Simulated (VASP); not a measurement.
A run of VASP 6.6.1 is set up as follows.

File INCAR:

```
ALGO     = Normal         # electronic algorithm
EDIFF    = 1E-6           # SCF threshold, eV
ENCUT    = 520            # plane-wave cutoff, eV
GGA      = PE             # functional
ISIF     = 2              # what is computed and relaxed
ISMEAR   = 0              # smearing method
LASPH    = T              # aspherical terms in the spheres
LCHARG   = F              # write CHGCAR
LREAL    = F              # projectors in reciprocal space
LWAVE    = F              # write WAVECAR
NBANDS   = 46             # bands
NELM     = 100            # most SCF steps
PREC     = Accurate       # precision mode
SIGMA    = 0.05           # smearing width, eV
```

File KPOINTS:

```
k-points
0
Gamma
  3 3 4
```

File POSCAR:

```
AgB2
1.0
    6.0417356077     -0.0000000001      0.0000000000
   -3.0208678038      5.2322965193      0.0000000000
    0.0000000000      0.0000000000      4.0627521784
Ag B
4 8
Direct
   -0.0122800925      0.0026349806      0.0117085655
    0.0006932678      0.4835930056     -0.0317201233
    0.4979645876     -0.0125287242     -0.0125661123
    0.5022842940      0.5017200364      0.0020316277
    0.1602490707      0.3628389548      0.5065947687
    0.3328605464      0.1961417890      0.4973057453
    0.1719786854      0.8703835846      0.4874011293
    0.3251902661      0.6870822376      0.4989344442
    0.6667199877      0.3660000906      0.4998259581
    0.8269347067      0.1846065101      0.4989302598
    0.6634970403      0.8568864520      0.5044966835
    0.8367051340      0.6858841021      0.5047703896
```

Potentials or basis: VASP PAW PBE potentials, release 64 (Ag, B).

The run is started by

```console
$ cat potpaw_PBE.64/Ag/POTCAR potpaw_PBE.64/B/POTCAR > POTCAR
$ mpirun -np 1 vasp_std > vasp.out
```

**Question.** Predict the pressure.

**Answer.** 1.3 GPa.

**Question.** Predict the band gap on the k mesh.

**Answer.** Zero (bands 34 and 35 overlap by 2.39 eV).

**Question.** Predict the largest force.

**Answer.** 0.822 eV/Å.

Forces in eV/Å, atoms in the order of the input:
```
Ag   0.357 -0.202 -0.126
Ag  -0.321  0.283  0.702
Ag  -0.355  0.068  0.210
Ag   0.141 -0.164  0.078
B    0.469 -0.228 -0.385
B   -0.105 -0.197  0.044
B   -0.038 -0.094  0.143
B    0.082  0.294 -0.243
B    0.176 -0.368 -0.149
B   -0.182  0.035 -0.113
B    0.099  0.043 -0.013
B   -0.325  0.531 -0.149
```

Caveat: the k points lie up to 0.40 Å⁻¹ apart, too coarse for converged energies and pressures of a metal; the atoms stand as in a frame of molecular dynamics.
